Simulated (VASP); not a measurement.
# Cd in VASP: further runs, part 2 of 2

VASP 6.6.1.

### Step 4. Single point, PBE

This run uses another cell than the first one, of 270.84 Å³/atom, 1.700 times its volume.

Input file INCAR:

```
PREC = Accurate
ENCUT = 520
EDIFF = 1E-6
ISMEAR = 0
SIGMA = 0.1
LREAL = False
LASPH = True
NELM = 80
ALGO = Normal
ISIF = 2
LWAVE = False
LCHARG = False
LDIPOL = True
IDIPOL = 3
DIPOL = 0.5 0.5 0.294
GGA = PE
NBANDS = 25
```

Input file KPOINTS:

```
Automatic mesh
0
Gamma
  3 3 1
```

Input file POSCAR:

```
Cd
1.0
    6.2785694310      0.0000002887      0.0000000000
   -3.1392849655      5.4374004824      0.0000000000
    0.0000000000      0.0000000000     23.8000000000
Cd
3
Direct
    0.0000000000      0.5000000000      0.2941176471
    0.5000000000      0.0000000000      0.2941176471
    0.5000000000      0.5000000000      0.2941176471
```

Run with:

```console
$ cat potpaw_PBE.64/Cd/POTCAR > POTCAR
$ mpirun -np 1 vasp_std > vasp.out
```

It took 2.2 min on 1 thread of Intel Xeon Platinum 8488C (Sapphire Rapids), shared host; peak memory 0.72 GiB.

The run converged. Its results:

| Property | Result |
| --- | --- |
| Free energy | -0.5333 eV |
| Band gap on the k mesh | zero (filled and empty bands touch) |

Levels at points of the mesh, in eV from the Fermi level:
```tsv
k point	band 14	band 15	band 16	band 17	band 18	band 19	band 20	band 21	band 22	band 23
(0.00, 0.00, 0.00)	-8.28	-8.03	-5.05	-0.41	0.01	0.01	0.11	1.27	1.27	2.85
```

Caveat: the k points lie up to 0.39 Å⁻¹ apart.

### Step 5. Single point, PBE

This run uses another cell than the first one, of 239.68 Å³/atom, 1.504 times its volume.

INCAR is that of step 4.

Input file KPOINTS:

```
Automatic mesh
0
Gamma
  12 12 1
```

Input file POSCAR:

```
Cd
1.0
    5.9064561474      0.0000002716      0.0000000000
   -2.9532283089      5.1151409342      0.0000000000
    0.0000000000      0.0000000000     23.8000000000
Cd
3
Direct
    0.0000000000      0.5000000000      0.2941176471
    0.5000000000      0.0000000000      0.2941176471
    0.5000000000      0.5000000000      0.2941176471
```

Run with:

```console
$ cat potpaw_PBE.64/Cd/POTCAR > POTCAR
$ mpirun -np 1 vasp_std > vasp.out
```

Run time: 3.7 min. Hardware: 1 thread of Intel Xeon 6975P-C (Granite Rapids), shared host; peak memory 0.91 GiB.

The run converged. Its results:

```
Free energy            : -0.8045 eV
Band gap on the k mesh : zero (filled and empty bands touch)
```

Levels at points of the mesh, in eV from the Fermi level:
```tsv
k point	band 15	band 16	band 17	band 18	band 19	band 20	band 21	band 22
(0.00, 0.00, 0.00)	-8.00	-5.53	-0.65	-0.18	0.66	0.66	1.31	1.31
(0.50, 0.00, 0.00)	-8.32	-4.58	-3.77	-0.63	0.26	1.02	1.91	4.19
```

### Step 6. Single point, PBE

This run uses another cell than the first one, of 270.84 Å³/atom, 1.700 times its volume.

Input file INCAR:

```
SYSTEM = Cd
ALGO = Normal ; DIPOL = 0.5 0.5 0.294
EDIFF = 1E-6 ; ENCUT = 520
GGA = PE ; IDIPOL = 3
ISIF = 2 ; ISMEAR = 0
LASPH = .True. ; LCHARG = .False.
LDIPOL = .True. ; LREAL = .False.
LWAVE = .False. ; NBANDS = 25
NELM = 60 ; PREC = Accurate
SIGMA = 0.1
```

Input file KPOINTS:

```
k-points
0
Gamma
  12 12 1
  0 0 0
```

Input file POSCAR:

```
Cd
1.0
    6.2785694310      0.0000002887      0.0000000000
   -3.1392849655      5.4374004824      0.0000000000
    0.0000000000      0.0000000000     23.8000000000
Cd
3
Direct
    0.0000000000      0.5000000000      0.2941176471
    0.5000000000      0.0000000000      0.2941176471
    0.5000000000      0.5000000000      0.2941176471
```

Potentials or basis: VASP PAW PBE potentials, release 64 (Cd).

Run with:

```console
$ cat potpaw_PBE.64/Cd/POTCAR > POTCAR
$ mpirun -np 1 vasp_std > vasp.out
```

OUTCAR:

```text
SYSTEM = Cd
   EDIFF = 1E-6
   ENCUT = 520
   GGA = PE
   ISIF = 2
   ISMEAR = 0
   LASPH = .True.
   LREAL = .False.
   NELM = 60
   PREC = Accurate

 ion  position               nearest neighbor table
   1  0.000  0.500  0.294-   3 3.14   3 3.14   2 3.14   2 3.14
   2  0.500  0.000  0.294-   3 3.14   3 3.14   1 3.14   1 3.14
   3  0.500  0.500  0.294-   1 3.14   1 3.14   2 3.14   2 3.14

  LATTYP: Found a hexagonal cell.
 ALAT       =     6.2785694310
 C/A-ratio  =     3.7906724233

  Lattice vectors:

 A1 = (   6.2785694310,   0.0000002887,   0.0000000000)
 A2 = (  -3.1392849655,   5.4374004824,   0.0000000000)
 A3 = (   0.0000000000,   0.0000000000,  23.8000000000)

Analysis of symmetry for initial positions (statically):
=====================================================================
 Subroutine PRICEL returns:
 Original cell was already a primitive cell.

 Routine SETGRP: Setting up the symmetry group for a
 hexagonal supercell.

 Subroutine GETGRP returns: Found 24 space group operations
 (whereof 12 operations were pure point group operations)
 out of a pool of 24 trial point group operations.

The static configuration has the point symmetry C_6v.
 The point group associated with its full space group is D_6h.

Analysis of symmetry for dynamics (positions and initial velocities):
=====================================================================
 Subroutine PRICEL returns:
 Original cell was already a primitive cell.

 Routine SETGRP: Setting up the symmetry group for a
 hexagonal supercell.

 Subroutine GETGRP returns: Found 24 space group operations
 (whereof 12 operations were pure point group operations)
 out of a pool of 24 trial point group operations.

The dynamic configuration has the point symmetry C_6v.
 The point group associated with its full space group is D_6h.

 Subroutine INISYM returns: Found 24 space group operations
 (whereof 12 operations are pure point group operations),
[... 116 lines left out ...]
   LORBIT       =      0    0 simple, 1 ext, 2 COOP (PROOUT), +10 PAW based schemes
   GGA     = PE    functional components
   LHFCALC =     F    Hartree Fock is set to
   AEXX    =    0.0000 exact exchange contribution
   IVDW    =     0    specifies the selected vdW correction
   LEPSILON=     F    determine dielectric tensor
   LRPA    =     F    only Hartree local field effects (RPA)
 non-spin polarized calculation
 Gauss-broadening in eV      SIGMA  =   0.10
  energy-cutoff  :      520.00
  volume of cell :      812.51
 maximum number of plane-waves:     21922
 NGX is ok and might be reduce to    48
   NGX = 23   NGY = 23   NGZ = 89

 dipolmoment           0.000000      0.000000     -0.000000 electrons x Angstroem

 number of electron      35.9999992 magnetization

 dipolmoment           0.000000      0.000000      0.000001 electrons x Angstroem

 Free energy of the ion-electron system (eV)
  ---------------------------------------------------
  ext. energy  EPLUGINS =         0.00000000
  ---------------------------------------------------
  free energy    TOTEN  =        -0.78548272 eV

  energy without entropy =       -0.78379239  energy(sigma->0) =       -0.78463755

 E-fermi :  -2.6962     XC(G=0):  -1.5540

 val. band max:       -2.7005561922   @ k =   0.0000   0.0000   0.0000
 cond. band min:      -2.5875378005   @ k =   0.0000   0.0000   0.0000
 fundamental gap:      0.1130183917
 Fermi energy:        -2.6962239195

 k-point     1 :       0.0000    0.0000    0.0000
  band No.  band energies     occupation
      1     -11.9410      2.00000
      2     -11.7317      2.00000
      3     -11.7317      2.00000
      4     -11.6248      2.00000
      5     -11.4675      2.00000
      6     -11.4353      2.00000
[... 521 lines left out ...]
     24       0.6572      0.00000
     25       1.8136      0.00000

------------------------ aborting loop because EDIFF is reached ----------------------------------------

 vacuum level on the upper side and lower side of the slab       (xc-potential included)        -0.008        -0.008

  FORCE on cell =-STRESS in cart. coord.  units (eV):
  Direction    XX          YY          ZZ          XY          YZ          ZX
  --------------------------------------------------------------------------------------
  -------------------------------------------------------------------------------------
  Total       -0.3246831     -0.3246831     -0.0035874     -0.0000000      0.0000000      0.0000000
  in kB       -0.6402378     -0.6402378     -0.0070740     -0.0000000      0.0000000      0.0000000
  external PRESSURE =      -0.4291832 kB  Pullay stress =       0.0000000 kB

 VOLUME and BASIS-vectors are now :
 -----------------------------------------------------------------------------
  energy-cutoff  :      520.00
  volume of cell :      812.51
      direct lattice vectors                 reciprocal lattice vectors
     6.278569431  0.000000289  0.000000000     0.159271946  0.091955711  0.000000000
    -3.139284965  5.437400482  0.000000000    -0.000000008  0.183911407  0.000000000
     0.000000000  0.000000000 23.800000000     0.000000000  0.000000000  0.042016807

 POSITION                                       TOTAL-FORCE (eV/Angst)
 -----------------------------------------------------------------------------------
     -1.56964      2.71870      7.00000        -0.000000     -0.000000      0.000000
      3.13928      0.00000      7.00000         0.000000      0.000000      0.000000
      1.56964      2.71870      7.00000        -0.000000      0.000000     -0.000000
 -----------------------------------------------------------------------------------
    total drift:                               -0.000000     -0.000000     -0.000109

  FREE ENERGIE OF THE ION-ELECTRON SYSTEM (eV)
  ---------------------------------------------------
  free  energy   TOTEN  =        -0.7854827151 eV

  energy  without entropy=       -0.7837923870  energy(sigma->0) =       -0.78463755

 vacuum level on the upper side and lower side of the slab         0.487         0.487
```

stdout:

```text
POSCAR found type information on POSCAR Cd
 POSCAR found :  1 types and       3 ions
 scaLAPACK will be used
 LDA part: xc-table for (Slater+PW92), standard interpolation
 POSCAR, INCAR and KPOINTS ok, starting setup
 FFT: planning ... GRIDC
 FFT: planning ... GRID_SOFT
 FFT: planning ... GRID
 WAVECAR not read
 entering main loop
```

Wall time 4.5 min (1 thread of Intel Xeon 6975P-C (Granite Rapids), shared host); peak memory 0.91 GiB.

What came out:

| Property | Result |
| --- | --- |
| Free energy | -0.7855 eV |
| Band gap on the k mesh | zero (filled and empty bands touch) |

Levels at points of the mesh, in eV from the Fermi level:
| k point | band 15 | band 16 | band 17 | band 18 | band 19 | band 20 | band 21 | band 22 |
| --- | --- | --- | --- | --- | --- | --- | --- | --- |
| (0.00, 0.00, 0.00) | -8.05 | -5.06 | -0.45 | 0.00 | 0.00 | 0.11 | 1.29 | 1.29 |
| (0.50, 0.00, 0.00) | -8.27 | -4.23 | -3.46 | -0.89 | 0.39 | 1.12 | 1.90 | 3.84 |

### Step 7. Summary

```csv
cell,k mesh,gap on the mesh (eV)
"a = 6.279, b = 6.279, c = 14.000 Å, angles 90.0, 90.0, 120.0°, 3 atoms",3 × 3 × 1,none
"a = 6.279, b = 6.279, c = 23.800 Å, angles 90.0, 90.0, 120.0°, 3 atoms",3 × 3 × 1,none
"a = 5.906, b = 5.906, c = 23.800 Å, angles 90.0, 90.0, 120.0°, 3 atoms",12 × 12 × 1,none
"a = 6.279, b = 6.279, c = 23.800 Å, angles 90.0, 90.0, 120.0°, 3 atoms",12 × 12 × 1,none
```

Alike in all rows: task single point; level PBE; potentials or basis VASP PAW PBE potentials, release 64 (Cd); no spin polarisation; cutoff (eV) 520; smearing gaussian 0.1 eV.

Caveats: some runs use coarse meshes.

Absolute energies hang on the potentials; compare differences alone.
